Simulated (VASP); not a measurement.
# AlN (P6_3/mmc) in VASP: a series of runs

The runs below take AlN through single point, with PBEsol.

Program: VASP 6.6.1. These are calculated values, not measurements. Logs are shortened: lines on timing, memory, paths and dates and some standing lists are left out, and cuts for length are marked.

### Step 1. The cell of the first run

It takes space group P6_3/mmc (No. 194, hexagonal). The conventional cell has a = 3.307 Å, b = 3.307 Å, c = 4.422 Å, α = 90.00°, β = 90.00°, γ = 120.00°. Within 2.5 Å of Al (site symmetry -6m2) lie 5 N at 1.91 to 2.21 Å. Within 2.5 Å of N (site symmetry -6m2) lie 5 Al at 1.91 to 2.21 Å.

### Step 2. Single point, PBEsol (volume 10.473 Å^3 an atom, c/a of the conventional cell 1.3371)

File INCAR:

```
PREC     = Accurate       # precision mode
ENCUT    = 520            # plane-wave cutoff, eV
EDIFF    = 1E-6           # SCF threshold, eV
ISMEAR   = 0              # smearing method
SIGMA    = 0.05           # smearing width, eV
LREAL    = False          # projectors in reciprocal space
LASPH    = True           # aspherical terms in the spheres
NELM     = 80             # most SCF steps
ALGO     = Normal         # electronic algorithm
ISIF     = 2              # what is computed and relaxed
LWAVE    = False          # write WAVECAR
LCHARG   = False          # write CHGCAR
GGA      = PS             # functional
NBANDS   = 16             # bands
```

File KPOINTS:

```
Automatic mesh
0
Gamma
  9 9 6
```

File POSCAR:

```
AlN
1.0
    3.3073401121      0.0000000000      0.0000000000
   -1.6536700561      2.8642405560      0.0000000000
    0.0000000000      0.0000000000      4.4222444639
Al N
2 2
Direct
    0.3333333333      0.6666666667      0.7500000000
    0.6666666667      0.3333333333      0.2500000000
    0.3333333333      0.6666666667      0.2500000000
    0.6666666667      0.3333333333      0.7500000000
```

Potentials or basis: VASP PAW PBE potentials, release 64 (Al, N).

Command:

```
> cat potpaw_PBE.64/Al/POTCAR potpaw_PBE.64/N/POTCAR > POTCAR
> mpirun -np 1 vasp_std > vasp.out
```

OUTCAR:

```text
PREC = Accurate
   ENCUT = 520
   EDIFF = 1E-6
   ISMEAR = 0
   LREAL = False
   LASPH = True
   NELM = 80
   ISIF = 2
   GGA = PS

 ion  position               nearest neighbor table
   1  0.333  0.667  0.750-   4 1.91   4 1.91   4 1.91   3 2.21   3 2.21   2 2.92   2 2.92   2 2.92
                             2 2.92   2 2.92   2 2.92
   2  0.667  0.333  0.250-   3 1.91   3 1.91   3 1.91   4 2.21   4 2.21   1 2.92   1 2.92   1 2.92
                             1 2.92   1 2.92   1 2.92
   3  0.333  0.667  0.250-   2 1.91   2 1.91   2 1.91   1 2.21   1 2.21
   4  0.667  0.333  0.750-   1 1.91   1 1.91   1 1.91   2 2.21   2 2.21

  LATTYP: Found a hexagonal cell.
 ALAT       =     3.3073401121
 C/A-ratio  =     1.3371000000

  Lattice vectors:

 A1 = (   3.3073401121,   0.0000000000,   0.0000000000)
 A2 = (  -1.6536700561,   2.8642405560,   0.0000000000)
 A3 = (   0.0000000000,   0.0000000000,   4.4222444639)

Analysis of symmetry for initial positions (statically):
=====================================================================
 Subroutine PRICEL returns:
 Original cell was already a primitive cell.

 Routine SETGRP: Setting up the symmetry group for a
 hexagonal supercell.

 Subroutine GETGRP returns: Found 24 space group operations
 (whereof 12 operations were pure point group operations)
 out of a pool of 24 trial point group operations.

The static configuration has the point symmetry D_3d.
 The point group associated with its full space group is D_6h.

Analysis of symmetry for dynamics (positions and initial velocities):
=====================================================================
 Subroutine PRICEL returns:
 Original cell was already a primitive cell.

 Routine SETGRP: Setting up the symmetry group for a
 hexagonal supercell.

 Subroutine GETGRP returns: Found 24 space group operations
 (whereof 12 operations were pure point group operations)
 out of a pool of 24 trial point group operations.

The dynamic configuration has the point symmetry D_3d.
 The point group associated with its full space group is D_6h.

 Subroutine INISYM returns: Found 24 space group operations
 (whereof 12 operations are pure point group operations),
 and found     1 'primitive' translations

----------------------------------------------------------------------------------------

                                     Primitive cell

  volume of cell :      41.8920

  direct lattice vectors                    reciprocal lattice vectors
     3.307340112  0.000000000  0.000000000     0.302357776  0.174566343  0.000000000
    -1.653670056  2.864240556  0.000000000     0.000000000  0.349132686  0.000000000
     0.000000000  0.000000000  4.422244464     0.000000000  0.000000000  0.226129516

  length of vectors
     3.307340112  3.307340112  4.422244464     0.349132686  0.349132686  0.226129516

  position of ions in fractional coordinates (direct lattice)
     0.333333333  0.666666667  0.750000000
     0.666666667  0.333333333  0.250000000
     0.333333333  0.666666667  0.250000000
     0.666666667  0.333333333  0.750000000

  ion indices of the primitive-cell ions
   primitive index   ion index
                 1           1
                 2           2
                 3           3
                 4           4

----------------------------------------------------------------------------------------

 KPOINTS: Automatic mesh

Automatic generation of k-mesh.
 Grid dimensions read from file:
 generate k-points for:    9    9    6

 Generating k-lattice:

  Cartesian coordinates                     Fractional coordinates (reciprocal lattice)
     0.033595308  0.019396260  0.000000000     0.111111111  0.000000000  0.000000000
     0.000000000  0.038792521  0.000000000     0.000000000  0.111111111  0.000000000
     0.000000000  0.000000000  0.037688253     0.000000000  0.000000000  0.166666667

  Length of vectors
     0.038792521  0.038792521  0.037688253

  Shift w.r.t. Gamma in fractional coordinates (k-lattice)
     0.000000000  0.000000000  0.000000000

 Subroutine IBZKPT returns following result:
 ===========================================

 Found     48 irreducible k-points:

 Following reciprocal coordinates:
            Coordinates               Weight
  0.000000  0.000000  0.000000      1.000000
  0.111111  0.000000  0.000000      6.000000
  0.222222  0.000000  0.000000      6.000000
  0.333333  0.000000  0.000000      6.000000
  0.444444  0.000000  0.000000      6.000000
  0.111111  0.111111  0.000000      6.000000
[... 16 lines left out ...]
  0.333333  0.222222  0.166667     24.000000
  0.333333  0.333333  0.166667      4.000000
 [... further k-points ...]
   k-points           NKPTS =     48   k-points in BZ     NKDIM =     48   number of bands    NBANDS=     16
   number of dos      NEDOS =    301   number of ions     NIONS =      4
   total plane-waves  NPLWV =  28224
   dimension x,y,z NGX =    28 NGY =   28 NGZ =   36
   dimension x,y,z NGXF=    56 NGYF=   56 NGZF=   72
   ions per type =               2   2
   NGX,Y,Z   is equivalent  to a cutoff of  14.07, 14.07, 13.53 a.u.
   NGXF,Y,Z  is equivalent  to a cutoff of  28.15, 28.15, 27.07 a.u.
 SYSTEM =  unknown system
   PREC   = accura    normal or accurate (medium, high low for compatibility)
   ISTART =      0    job   : 0-new  1-cont  2-samecut
   ICHARG =      2    charge: 1-file 2-atom 10-const
   ISPIN  =      1    spin polarized calculation?
   LNONCOLLINEAR =      F non collinear calculations
   LSORBIT =      F    spin-orbit coupling
   LASPH  =      T    aspherical Exc in radial PAW
   ENCUT  =  520.0 eV  38.22 Ry    6.18 a.u.   6.15  6.15  8.22*2*pi/ulx,y,z
   NELM   =     80;   NELMIN=  2; NELMDL= -5     # of ELM steps
   EDIFF  = 0.1E-05   stopping-criterion for ELM
   LREAL  =      F    real-space projection
   EDIFFG = 0.1E-04   stopping-criterion for IOM
   NSW    =      0    number of steps for IOM
   IBRION =     -1    ionic relax: 0-MD 1-quasi-New 2-CG
   NFREE  =      0    steps in history (QN), initial steepest desc. (CG)
   ISIF   =      2    stress and relaxation
   ISYM   =      2    0-nonsym 1-usesym 2-fastsym
   POTIM  = 0.5000    time-step for ionic-motion
   TEBEG  =    0.0;   TEEND  =   0.0 temperature during run
   PSTRESS=    0.0 pullay stress
   NELECT =      16.0000    total number of electrons
   NUPDOWN=      -1.0000    fix difference up-down
   EMIN   =  10.00;   EMAX   =-10.00  energy-range for DOS
   EFERMI =   0.00;   METHOD = LEGACY
   ISMEAR =     0;   SIGMA  =   0.05  broadening in eV -4-tet -1-fermi 0-gaus
   EFERMI_NEDOS =   21; number of points for ismear=-14 and -15
   IALGO  =     38    algorithm
   IMIX   =      4    mixing-type and parameters
     AMIX     =   0.40;   BMIX     =  1.00
     AMIX_MAG =   1.60;   BMIX_MAG =  1.00
  volume/ion in A,a.u.               =      10.47        70.68
  Fermi-wavevector in a.u.,A,eV,Ry     =   1.187785  2.244588 19.195547  1.410833
  Thomas-Fermi vector in A             =   2.323929
   LORBIT       =      0    0 simple, 1 ext, 2 COOP (PROOUT), +10 PAW based schemes
   GGA     = PS    functional components
   LHFCALC =     F    Hartree Fock is set to
   AEXX    =    0.0000 exact exchange contribution
   IVDW    =     0    specifies the selected vdW correction
   LEPSILON=     F    determine dielectric tensor
   LRPA    =     F    only Hartree local field effects (RPA)
 non-spin polarized calculation
 Gauss-broadening in eV      SIGMA  =   0.05
  energy-cutoff  :      520.00
  volume of cell :       41.89
 maximum number of plane-waves:      1146
 NGX is ok and might be reduce to    28
   NGX = 13   NGY = 13   NGZ = 17

 number of electron      16.0000000 magnetization

 Free energy of the ion-electron system (eV)
  ---------------------------------------------------
  ext. energy  EPLUGINS =         0.00000000
  ---------------------------------------------------
  free energy    TOTEN  =       -30.80648454 eV

  energy without entropy =      -30.80648454  energy(sigma->0) =      -30.80648454

 E-fermi :   7.7334     XC(G=0): -11.1290

 val. band max:        7.4744782227   @ k =   0.0000   0.0000   0.0000
 cond. band min:      10.1275421985   @ k =   0.0000   0.0000   0.0000
 fundamental gap:      2.6530639758
 Fermi energy:         7.7333851919

 k-point     1 :       0.0000    0.0000    0.0000
  band No.  band energies     occupation
      1      -9.0565      2.00000
      2      -5.9345      2.00000
      3       0.6078      2.00000
      4       4.3137      2.00000
      5       4.3137      2.00000
      6       5.6604      2.00000
[... 8 lines left out ...]
     15      18.1577      0.00000
     16      19.1977      0.00000

 k-point     2 :       0.1111    0.0000    0.0000
  band No.  band energies     occupation
      1      -8.9174      2.00000
      2      -5.9061      2.00000
      3       0.7645      2.00000
      4       3.7670      2.00000
      5       4.1240      2.00000
      6       5.1224      2.00000
[... 8 lines left out ...]
     15      18.4103      0.00000
     16      18.6879      0.00000

 k-point     3 :       0.2222    0.0000    0.0000
  band No.  band energies     occupation
      1      -8.5194      2.00000
      2      -5.8659      2.00000
      3       1.2218      2.00000
      4       2.5988      2.00000
      5       3.7339      2.00000
      6       4.1399      2.00000
[... 8 lines left out ...]
     15      17.6402      0.00000
     16      18.7640      0.00000

 k-point     4 :       0.3333    0.0000    0.0000
  band No.  band energies     occupation
      1      -7.9345      2.00000
      2      -5.9322      2.00000
      3       1.5184      2.00000
      4       1.9270      2.00000
      5       3.2665      2.00000
      6       3.3768      2.00000
[... 8 lines left out ...]
     15      18.6383      0.00000
     16      18.9282      0.00000

 k-point     5 :       0.4444    0.0000    0.0000
  band No.  band energies     occupation
      1      -7.3580      2.00000
      2      -6.1652      2.00000
      3       0.9201      2.00000
      4       2.6813      2.00000
      5       2.7478      2.00000
      6       3.1741      2.00000
[... 8 lines left out ...]
     15      19.0915      0.00000
     16      20.0392      0.00000

 k-point     6 :       0.1111    0.1111    0.0000
  band No.  band energies     occupation
      1      -8.6484      2.00000
      2      -5.8712      2.00000
      3       1.0720      2.00000
      4       3.1364      2.00000
      5       3.4352      2.00000
      6       4.6876      2.00000
[... 8 lines left out ...]
     15      17.8936      0.00000
     16      18.8831      0.00000
[... 267 lines left out ...]
 k-point    21 :       0.4444    0.1111    0.1667
  band No.  band energies     occupation
      1      -7.0826      2.00000
      2      -6.2846      2.00000
      3       0.6103      2.00000
      4       1.9982      2.00000
      5       2.6828      2.00000
      6       3.8310      2.00000
[... 8 lines left out ...]
     15      18.5075      0.00000
     16      20.0387      0.00000

 k-point    22 :       0.2222    0.2222    0.1667
  band No.  band energies     occupation
      1      -7.5092      2.00000
      2      -6.1038      2.00000
      3       1.2921      2.00000
      4       1.6062      2.00000
      5       3.1577      2.00000
      6       3.5374      2.00000
[... 8 lines left out ...]
     15      18.3911      0.00000
     16      19.8799      0.00000

 k-point    23 :       0.3333    0.2222    0.1667
  band No.  band energies     occupation
      1      -6.9908      2.00000
      2      -6.2948      2.00000
      3       0.9641      2.00000
      4       1.7175      2.00000
      5       2.3774      2.00000
      6       4.0876      2.00000
[... 8 lines left out ...]
     15      18.1957      0.00000
     16      19.8881      0.00000

 k-point    24 :       0.3333    0.3333    0.1667
  band No.  band energies     occupation
      1      -6.5828      2.00000
      2      -6.5828      2.00000
      3       1.0531      2.00000
      4       1.8582      2.00000
      5       1.8582      2.00000
      6       4.0312      2.00000
[... 8 lines left out ...]
     15      17.9906      0.00000
     16      19.6438      0.00000

 [... further k-points ...]
[... 5 lines left out ...]
  --------------------------------------------------------------------------------------
  -------------------------------------------------------------------------------------
  Total       -2.2989623     -2.2989623     -3.7338561      0.0000000     -0.0000000      0.0000000
  in kB      -87.9247913    -87.9247913   -142.8029117      0.0000000     -0.0000000      0.0000000
  external PRESSURE =    -106.2174981 kB  Pullay stress =       0.0000000 kB

 VOLUME and BASIS-vectors are now :
 -----------------------------------------------------------------------------
  energy-cutoff  :      520.00
  volume of cell :       41.89
      direct lattice vectors                 reciprocal lattice vectors
     3.307340112  0.000000000  0.000000000     0.302357776  0.174566343  0.000000000
    -1.653670056  2.864240556  0.000000000     0.000000000  0.349132686  0.000000000
     0.000000000  0.000000000  4.422244464     0.000000000  0.000000000  0.226129516

 POSITION                                       TOTAL-FORCE (eV/Angst)
 -----------------------------------------------------------------------------------
     -0.00000      1.90949      3.31668        -0.000000      0.000000     -0.000000
      1.65367      0.95475      1.10556         0.000000     -0.000000     -0.000000
     -0.00000      1.90949      1.10556         0.000000     -0.000000     -0.000000
      1.65367      0.95475      3.31668        -0.000000      0.000000      0.000000
 -----------------------------------------------------------------------------------
    total drift:                               -0.000000     -0.000000     -0.000000

  FREE ENERGIE OF THE ION-ELECTRON SYSTEM (eV)
  ---------------------------------------------------
  free  energy   TOTEN  =       -30.8064845420 eV

  energy  without entropy=      -30.8064845420  energy(sigma->0) =      -30.80648454
```

It took 21 s on 1 thread of Intel Xeon Platinum 8488C (Sapphire Rapids), shared host; peak memory 0.17 GiB.

What came out:

```yaml
Free_energy: -30.8065 eV
Pressure: -10.6 GPa
Band_gap_on_the_k_mesh: 2.65 eV, direct
```

Caveat: the PAW data sets were made with another functional, which shifts forces and pressure a little.

### Step 3. Single point, PBEsol (volume 10.473 Å^3 an atom, c/a of the conventional cell 1.1761)

File INCAR:

```
SYSTEM = AlN
PREC     = Accurate       ! precision mode
ENCUT    = 520            ! plane-wave cutoff, eV
EDIFF    = 1E-6           ! SCF threshold, eV
ISMEAR   = 0              ! smearing method
SIGMA    = 0.05           ! smearing width, eV
LREAL    = .FALSE.        ! projectors in reciprocal space
LASPH    = .TRUE.         ! aspherical terms in the spheres
NELM     = 60             ! most SCF steps
ALGO     = Normal         ! electronic algorithm
ISIF     = 2              ! what is computed and relaxed
LWAVE    = .FALSE.        ! write WAVECAR
LCHARG   = .FALSE.        ! write CHGCAR
GGA      = PS             ! functional
NBANDS   = 16             ! bands
```

File KPOINTS:

```
regular mesh
0
G
  9 9 6
  0 0 0
```

File POSCAR:

```
AlN
1.0
    3.4518512388      0.0000000000      0.0000000000
   -1.7259256194      2.9893908629      0.0000000000
    0.0000000000      0.0000000000      4.0597222420
Al N
2 2
Direct
    0.3333333333      0.6666666667      0.7500000000
    0.6666666667      0.3333333333      0.2500000000
    0.3333333333      0.6666666667      0.2500000000
    0.6666666667      0.3333333333      0.7500000000
```

Potentials or basis: VASP PAW PBE potentials, release 64 (Al, N).

Command:

```
> cat potpaw_PBE.64/Al/POTCAR potpaw_PBE.64/N/POTCAR > POTCAR
> mpirun -np 1 vasp_std > vasp.out
```

It took 19 s on 1 thread of Intel Xeon Platinum 8488C (Sapphire Rapids), shared host; peak memory 0.16 GiB.

The run converged. Its results:

```yaml
Free_energy: -30.7536 eV
Pressure: -13.0 GPa
Band_gap_on_the_k_mesh: 3.06 eV, direct
```

Stress tensor (GPa, compression positive):
```
-16.72   0.00   0.00
  0.00 -16.72   0.00
  0.00   0.00  -5.70
```

Levels at points of the mesh, in eV from the valence-band top:
| k point | band 4 | band 5 | band 6 | band 7 | band 8 | band 9 | band 10 | band 11 | band 12 | band 13 |
| --- | --- | --- | --- | --- | --- | --- | --- | --- | --- | --- |
| (0.00, 0.00, 0.00) | -3.03 | -3.03 | -1.05 | -1.05 | 0.00 | 3.06 | 4.06 | 7.86 | 7.86 | 11.13 |
| (0.00, 0.00, 0.50) | -3.45 | -2.08 | -2.08 | -2.08 | -2.08 | 5.56 | 5.56 | 7.95 | 7.95 | 7.95 |

Caveat: the PAW data sets were made with another functional, which shifts forces and pressure a little.

[end of part 1 of 2]
